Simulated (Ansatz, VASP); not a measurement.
## CaO: VASP and Ansatz over several settings

```xyz
2
Lattice="0.0000 2.4036 2.4036 2.4036 0.0000 2.4036 2.4036 2.4036 0.0000" Properties=species:S:1:pos:R:3 pbc="T T T"
Ca    0.0000    0.0000    0.0000
O     2.4036    2.4036    2.4036
```

Single points on this cell with VASP 6.6.1 and Ansatz 0.2.0. Each row is one pair of runs. Alike in all rows: spin: off.

| level | k mesh | smearing | VASP's potentials, cutoff | Ansatz's potentials, cutoff | gap on the k mesh at the Fermi level (eV), VASP | gap on the k mesh at the Fermi level (eV), Ansatz | least direct gap on the mesh (eV), VASP | least direct gap on the mesh (eV), Ansatz | pressure (GPa), VASP | pressure (GPa), Ansatz |
| --- | --- | --- | --- | --- | --- | --- | --- | --- | --- | --- |
| PBE | 10 × 10 × 10 | gaussian, width 0.029 eV | VASP PAW PBE potentials, release 64 (Ca_sv, O), 520 eV | Ansatz PAW, 420 eV | 3.64 | 3.66 | 4.01 | 4.03 | 2.2 | 1.6 |
| PBE | 10 × 10 × 10 | gaussian, width 0.03 eV | VASP PAW PBE potentials, release 64 (Ca_sv, O), 520 eV | Ansatz PAW, 420 eV | 3.64 | 3.66 | 4.01 | 4.03 | 2.2 | 1.6 |
| PBE | 6 × 6 × 6 | fermi-dirac, width 0.05 eV | VASP PAW PBE potentials, release 64 (Ca_sv, O), 520 eV | Ansatz PAW, 420 eV | 3.64 | ? | 4.01 | ? | 2.2 | ? |
| PBEsol+D4 | 10 × 10 × 10 | fermi-dirac, width 0.05 eV | VASP PAW PBE potentials, release 64 (Ca_sv, O), 520 eV | Ansatz PAW, 420 eV | 3.53 | 3.56 | 3.91 | 3.93 | -3.4 | -3.9 |
| RPBE | 10 × 10 × 10 | methfessel-paxton of order 1, width 0.01 eV | VASP PAW PBE potentials, release 64 (Ca_sv, O), 520 eV | Ansatz PAW, 420 eV | 3.74 | 3.76 | 4.12 | 4.13 | 6.0 | 5.4 |
| b88 exchange, pbe correlation | 10 × 10 × 10 | fermi-dirac, width 0.05 eV | VASP PAW PBE potentials, release 64 (Ca_sv, O), 600 eV | Ansatz PAW, 420 eV | 3.66 | 3.68 | 4.04 | 4.06 | 1.9 | 1.5 |
| PBE-based global hybrid | 6 × 6 × 6 | fermi-dirac, width 0.05 eV | VASP PAW PBE potentials, release 64 (Ca_sv, O), 520 eV | Ansatz PAW, 420 eV | 8.57 | 8.56 | 9.04 | 9.04 | -2.4 | -3.0 |
| r2SCAN+rVV10 | 10 × 10 × 10 | tetrahedron | VASP PAW PBE potentials, release 64 (Ca_sv, O), 520 eV | Ansatz PAW earlier set, 1050 eV | 4.15 | 4.17 | 4.53 | 4.54 | -0.9 | -2.0 |

**Question.** Fill in what Ansatz gave in row 3.

**Answer.** gap on the k mesh at the Fermi level (eV): 3.65; least direct gap on the mesh (eV): 4.03; pressure (GPa): 1.6.
